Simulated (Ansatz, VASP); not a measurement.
**Two plane-wave programs on Ir**

```
Ir
1.0
    -0.03387    1.93518    1.93518
     1.93518   -0.03387    1.93518
     1.90132    1.90132    0.00000
Ir
1
Direct
  0.00000 0.00000 0.00000
```

Change from the starting cell: engineering shear strain xy -0.0350, normal strain along z +0.0000.

Alike in both runs: task single point; functional PBE; k mesh 20 × 20 × 20; occupations gaussian, width 0.15 eV; no spin polarisation.

```csv
,VASP,Ansatz
version,VASP 6.6.1,Ansatz 0.2.0
potentials or method,"VASP PAW PBE potentials, release 64 (Ir), cutoff 520 eV","scalar-relativistic, plane waves, PAW"
valence electrons in the cell,9,17
```

Ansatz gave:

```
gap on the k mesh at the Fermi level (eV)                     : none
pressure (GPa)                                                : 0.5
traceless stress, the component that is largest in VASP (GPa) : 9.35
```

Estimate VASP's values.

gap on the k mesh at the Fermi level (eV): none; pressure (GPa): 1.0; traceless stress, the component that is largest in VASP (GPa): 9.32.

A gap of «none» marks a metal or a gap that the smearing closes. VASP's potentials hold 9 valence electrons a cell and Ansatz's 17, so a difference there can come from the potentials and not from the codes.

Spin-orbit coupling is off throughout.
